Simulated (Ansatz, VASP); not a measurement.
# Zr: VASP beside Ansatz

The input INCAR:

```
PREC     = Accurate       # precision mode
ENCUT    = 520            # plane-wave cutoff, eV
EDIFF    = 1E-8           # SCF threshold, eV
ISMEAR   = -1             # smearing method
SIGMA    = 0.03           # smearing width, eV
LREAL    = F              # projectors in reciprocal space
LASPH    = T              # aspherical terms in the spheres
NELM     = 60             # most SCF steps
ALGO     = Normal         # electronic algorithm
ISIF     = 2              # what is computed and relaxed
LWAVE    = F              # write WAVECAR
LCHARG   = F              # write CHGCAR
GGA      = PE             # functional
LEFG     = T            
NBANDS   = 12             # bands
```

File KPOINTS:

```
regular mesh
0
Gamma
  16 16 16
```

POSCAR

```
Zr
1.0
   -1.7793161062      1.7793161062      1.7793161062
    1.7793161062     -1.7793161062      1.7793161062
    1.7793161062      1.7793161062     -1.7793161062
Zr
1
Direct
    0.0000000000      0.0000000000      0.0000000000
```

Input for Ansatz:

```yaml
crystal:
  lattice:
    - [-1.7793161062, 1.7793161062, 1.7793161062]
    - [1.7793161062, -1.7793161062, 1.7793161062]
    - [1.7793161062, 1.7793161062, -1.7793161062]
  atoms:
    - { symbol: Zr, position: [0.0, 0.0, 0.0] }
kpoints:
  mp_grid: { grid: [16, 16, 16] }
scf:
  occupations: { method: fermi_dirac, width: 0.03 }
hamiltonian:
  xc: pbe
  pseudopotentials: { kind: paw }
output:
  forces: true
  stress: true
  eigenvalues: true
  efg: { contact_densities: true }
```

Change from the starting cell: volume scaled by 0.95, PAW files.

Alike in both runs: task electric field gradients; functional PBE; k mesh 16 × 16 × 16; occupations fermi-dirac, width 0.03 eV; no spin polarisation.

|  | VASP | Ansatz |
| --- | --- | --- |
| version | VASP 6.6.1 | Ansatz 0.2.0 |
| potentials or method | VASP PAW PBE potentials, release 64 (Zr_sv) | PAW with Ansatz's default frozen-core files, scalar-relativistic |
| plane-wave cutoff (eV) | 520 | 420 |
| valence electrons in the cell | 12 | 12 |

|  | VASP | Ansatz | Ansatz less VASP |
| --- | --- | --- | --- |
| pressure (GPa) | 1.2 | 1.2 | -0.03 |

With one functional, cell and mesh, what is left measures potentials, basis and numerics.
